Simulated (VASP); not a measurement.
# Na3Sb3Au (Pm-3m) in VASP: density of states with PBE

Aim: the density of states of Na3Sb3Au with PBE.

All numbers are computed with VASP 6.6.1; they aren't measurements. Logs are shortened: lines on timing, memory, paths and dates and some standing lists are left out, and cuts for length are marked.

**1. The cell of the first run**

Symmetry: Pm-3m, No. 221, cubic system. The conventional cell has a = 5.986 Å, b = 5.986 Å, c = 5.986 Å, α = 90.00°, β = 90.00°, γ = 90.00°. Within 3.9 Å of Na (site symmetry 4/mmm) lie 4 Sb at 2.99 Å and 2 Au at 2.99 Å. Sb (site symmetry 4/mmm) has 4 Na at 2.99 Å within 3.9 Å. Au (site symmetry m-3m) has 6 Na at 2.99 Å within 3.9 Å.

**2. Density of states, PBE**

POSCAR

```
Na3Sb3Au
1.0
    5.9857994669      0.0000000000      0.0000000000
    0.0000000000      5.9857994669      0.0000000000
    0.0000000000      0.0000000000      5.9857994669
Na Sb Au
3 3 1
Direct
    0.5000000000      0.5000000000      0.0000000000
    0.0000000000      0.5000000000      0.5000000000
    0.5000000000      0.0000000000      0.5000000000
    0.5000000000      0.0000000000      0.0000000000
    0.0000000000      0.5000000000      0.0000000000
    0.0000000000      0.0000000000      0.5000000000
    0.5000000000      0.5000000000      0.5000000000
```

INCAR.step1

```
SYSTEM = Na3Sb3Au
ALGO = Normal ; EDIFF = 1E-6
ENCUT = 520 ; GGA = PE
ISIF = 2 ; ISMEAR = 0
LASPH = .True. ; LCHARG = .True.
LMAXMIX = 4 ; LREAL = .False.
LWAVE = .False. ; NBANDS = 32
NELM = 100 ; PREC = Accurate
SIGMA = 0.1
```

KPOINTS.step1

```
k-points
0
Gamma
  6 6 6
  0 0 0
```

INCAR.step2

```
SYSTEM = Na3Sb3Au
ALGO = Normal ; EDIFF = 1E-6
ENCUT = 520 ; GGA = PE
ICHARG = 11 ; ISIF = 2
ISMEAR = -5 ; LASPH = .True.
LCHARG = .False. ; LMAXMIX = 4
LORBIT = 11 ; LREAL = .False.
LWAVE = .False. ; NBANDS = 32
NEDOS = 2001 ; NELM = 100
PREC = Accurate ; SIGMA = 0.1
```

KPOINTS.step2

```
k-points
0
Gamma
  9 9 9
  0 0 0
```

Potentials or basis: VASP PAW PBE potentials, release 64 (Na_pv, Sb, Au).

Started as:

```
cat potpaw_PBE.64/Na_pv/POTCAR potpaw_PBE.64/Sb/POTCAR potpaw_PBE.64/Au/POTCAR > POTCAR
cp INCAR.step1 INCAR
cp KPOINTS.step1 KPOINTS
mpirun -np 1 vasp_std > vasp.out
cp INCAR.step2 INCAR
cp KPOINTS.step2 KPOINTS
mpirun -np 1 vasp_std > vasp.out
```

OUTCAR:

```text
SYSTEM = Na3Sb3Au
   EDIFF = 1E-6
   ENCUT = 520
   GGA = PE
   ICHARG = 11
   ISIF = 2
   ISMEAR = -5
   LASPH = .True.
   LORBIT = 11
   LREAL = .False.
   NELM = 100
   PREC = Accurate

 ion  position               nearest neighbor table
   1  0.500  0.500  0.000-   4 2.99   5 2.99   7 2.99   7 2.99   4 2.99   5 2.99
   2  0.000  0.500  0.500-   5 2.99   6 2.99   7 2.99   5 2.99   6 2.99   7 2.99
   3  0.500  0.000  0.500-   4 2.99   6 2.99   7 2.99   4 2.99   7 2.99   6 2.99
   4  0.500  0.000  0.000-   1 2.99   3 2.99   3 2.99   1 2.99
   5  0.000  0.500  0.000-   1 2.99   2 2.99   2 2.99   1 2.99
   6  0.000  0.000  0.500-   2 2.99   3 2.99   2 2.99   3 2.99
   7  0.500  0.500  0.500-   1 2.99   2 2.99   3 2.99   1 2.99   3 2.99   2 2.99

  LATTYP: Found a simple cubic cell.
 ALAT       =     5.9857994669

  Lattice vectors:

 A1 = (   5.9857994669,   0.0000000000,   0.0000000000)
 A2 = (   0.0000000000,   5.9857994669,   0.0000000000)
 A3 = (   0.0000000000,   0.0000000000,   5.9857994669)

Analysis of symmetry for initial positions (statically):
=====================================================================
 Subroutine PRICEL returns:
 Original cell was already a primitive cell.

 Routine SETGRP: Setting up the symmetry group for a
 simple cubic supercell.

 Subroutine GETGRP returns: Found 48 space group operations
 (whereof 48 operations were pure point group operations)
 out of a pool of 48 trial point group operations.

The static configuration has the point symmetry O_h .

Analysis of symmetry for dynamics (positions and initial velocities):
=====================================================================
 Subroutine PRICEL returns:
 Original cell was already a primitive cell.

 Routine SETGRP: Setting up the symmetry group for a
 simple cubic supercell.

 Subroutine GETGRP returns: Found 48 space group operations
 (whereof 48 operations were pure point group operations)
 out of a pool of 48 trial point group operations.

The dynamic configuration has the point symmetry O_h .

 Subroutine INISYM returns: Found 48 space group operations
 (whereof 48 operations are pure point group operations),
 and found     1 'primitive' translations

----------------------------------------------------------------------------------------

                                     Primitive cell

  volume of cell :     214.4700

[... 116 lines left out ...]
   EFERMI_NEDOS =   21; number of points for ismear=-14 and -15
   IALGO  =     38    algorithm
   IMIX   =      4    mixing-type and parameters
     AMIX     =   0.40;   BMIX     =  1.00
     AMIX_MAG =   1.60;   BMIX_MAG =  1.00
  volume/ion in A,a.u.               =      30.64       206.76
  Fermi-wavevector in a.u.,A,eV,Ry     =   0.987003  1.865166 13.254463  0.974176
  Thomas-Fermi vector in A             =   2.118426
   LORBIT       =     11    0 simple, 1 ext, 2 COOP (PROOUT), +10 PAW based schemes
   GGA     = PE    functional components
   LHFCALC =     F    Hartree Fock is set to
   AEXX    =    0.0000 exact exchange contribution
   IVDW    =     0    specifies the selected vdW correction
   LEPSILON=     F    determine dielectric tensor
   LRPA    =     F    only Hartree local field effects (RPA)
 non-spin polarized calculation
 Fermi weights with tetrahedron method with Bloechl corrections
  energy-cutoff  :      520.00
  volume of cell :      214.47
 maximum number of plane-waves:      5805
 NGX is ok and might be reduce to    48

 number of electron      46.9999967 magnetization

 Free energy of the ion-electron system (eV)
  ---------------------------------------------------
  ext. energy  EPLUGINS =         0.00000000
  ---------------------------------------------------
  free energy    TOTEN  =       -17.08029974 eV

  energy without entropy =      -17.08029974  energy(sigma->0) =      -17.08029974

 E-fermi :   2.7170     XC(G=0):  -8.4346

 val. band max:        2.6866355665   @ k =   0.2222   0.2222   0.0000
 cond. band min:       2.7124411090   @ k =   0.4444   0.2222   0.2222
 fundamental gap:      0.0258055425
 Fermi energy:         2.7170355689

 k-point     1 :       0.0000    0.0000    0.0000
  band No.  band energies     occupation
      1     -20.5213      2.00000
      2     -20.5213      2.00000
      3     -20.5213      2.00000
      4     -20.5197      2.00000
      5     -20.5197      2.00000
      6     -20.5197      2.00000
[... 829 lines left out ...]
     31       8.6398      0.00000
     32       9.1486      0.00000

 [... further k-points ...]

------------------------ aborting loop because EDIFF is reached ----------------------------------------

  FORCE on cell =-STRESS in cart. coord.  units (eV):
  Direction    XX          YY          ZZ          XY          YZ          ZX
  --------------------------------------------------------------------------------------
  -------------------------------------------------------------------------------------
  Total        0.0837588      0.0837588      0.0837588      0.0000000     -0.0000000      0.0000000
  in kB        0.6257122      0.6257122      0.6257122      0.0000000     -0.0000000      0.0000000
  external PRESSURE =       0.6257122 kB  Pullay stress =       0.0000000 kB

 VOLUME and BASIS-vectors are now :
 -----------------------------------------------------------------------------
  energy-cutoff  :      520.00
  volume of cell :      214.47
      direct lattice vectors                 reciprocal lattice vectors
     5.985799467  0.000000000  0.000000000     0.167062062  0.000000000  0.000000000
     0.000000000  5.985799467  0.000000000     0.000000000  0.167062062  0.000000000
     0.000000000  0.000000000  5.985799467     0.000000000  0.000000000  0.167062062

 POSITION                                       TOTAL-FORCE (eV/Angst)
 -----------------------------------------------------------------------------------
      2.99290      2.99290      0.00000         0.000000      0.000000      0.000000
      0.00000      2.99290      2.99290         0.000000      0.000000      0.000000
      2.99290      0.00000      2.99290         0.000000      0.000000      0.000000
      2.99290      0.00000      0.00000         0.000000      0.000000      0.000000
      0.00000      2.99290      0.00000         0.000000      0.000000      0.000000
      0.00000      0.00000      2.99290         0.000000      0.000000      0.000000
      2.99290      2.99290      2.99290         0.000000      0.000000      0.000000
 -----------------------------------------------------------------------------------
    total drift:                                0.000000     -0.000000     -0.000000

  FREE ENERGIE OF THE ION-ELECTRON SYSTEM (eV)
  ---------------------------------------------------
  free  energy   TOTEN  =       -17.0802997412 eV

  energy  without entropy=      -17.0802997412  energy(sigma->0) =      -17.08029974

 total charge

# of ion       s       p       d       tot
------------------------------------------
    1        0.089   6.001   0.000   6.089
    2        0.089   6.001   0.000   6.089
    3        0.089   6.001   0.000   6.089
    4        1.227   1.099   0.005   2.331
    5        1.227   1.099   0.005   2.331
    6        1.227   1.099   0.005   2.331
    7        0.753   0.054   8.848   9.655
--------------------------------------------------
tot          4.699  21.354   8.864  34.918
```

OUTCAR.step1:

```text
SYSTEM = Na3Sb3Au
   EDIFF = 1E-6
   ENCUT = 520
   GGA = PE
   ISIF = 2
   ISMEAR = 0
   LASPH = .True.
   LREAL = .False.
[... 933 lines left out ...]
      0.00000      2.99290      0.00000         0.000000      0.000000      0.000000
      0.00000      0.00000      2.99290         0.000000      0.000000      0.000000
      2.99290      2.99290      2.99290         0.000000      0.000000      0.000000
 -----------------------------------------------------------------------------------
    total drift:                                0.000000     -0.000000     -0.000000

  FREE ENERGIE OF THE ION-ELECTRON SYSTEM (eV)
  ---------------------------------------------------
  free  energy   TOTEN  =       -17.0788764336 eV

  energy  without entropy=      -17.0479626070  energy(sigma->0) =      -17.06341952
```

OSZICAR.step1:

```text
N       E                     dE             d eps       ncg     rms          rms(c)
DAV:   1     0.373942927910E+03    0.37394E+03   -0.20422E+04  1320   0.134E+03
DAV:   2     0.109821663540E+02   -0.36296E+03   -0.34597E+03  1424   0.335E+02
DAV:   3    -0.166274799432E+02   -0.27610E+02   -0.26323E+02  1544   0.104E+02
DAV:   4    -0.173176783211E+02   -0.69020E+00   -0.68848E+00  1448   0.169E+01
DAV:   5    -0.173375680411E+02   -0.19890E-01   -0.19886E-01  1816   0.307E+00    0.325E+00
DAV:   6    -0.171297250549E+02    0.20784E+00   -0.35956E-01  1520   0.275E+00    0.145E+00
DAV:   7    -0.170797573680E+02    0.49968E-01   -0.71854E-02  1568   0.105E+00    0.530E-01
DAV:   8    -0.170789359615E+02    0.82141E-03   -0.13035E-02  1552   0.452E-01    0.221E-01
DAV:   9    -0.170788539431E+02    0.82018E-04   -0.11178E-03  1544   0.168E-01    0.733E-02
DAV:  10    -0.170788693168E+02   -0.15374E-04   -0.18369E-04  1520   0.753E-02    0.224E-02
DAV:  11    -0.170788776783E+02   -0.83614E-05   -0.29389E-05  1536   0.277E-02    0.695E-03
DAV:  12    -0.170788763903E+02    0.12880E-05   -0.38833E-06  1384   0.937E-03    0.324E-03
DAV:  13    -0.170788764336E+02   -0.43290E-07   -0.72247E-07  1072   0.552E-03
   1 F= -.17078876E+02 E0= -.17063420E+02  d E =-.309138E-01
```

Run time: 4.9 min. Hardware: 1 thread of Intel Xeon Platinum 8259CL at 2.50GHz (Skylake/Cascade Lake), shared host; peak memory 0.44 GiB.

Results:

* Valence electrons inside the program's atomic spheres: Na 6.09; Sb 2.33; Au 9.65

Levels at points of the mesh, in eV from the Fermi level:
```tsv
k point	band 21	band 22	band 23	band 24	band 25	band 26	band 27	band 28
(0.00, 0.00, 0.00)	-1.99	-0.20	-0.20	-0.20	1.00	1.00	1.00	4.47
```

Caveat: spin-orbit coupling is left out, which moves the levels of the heavy elements; tetrahedron occupations give inexact forces and stress in metals.
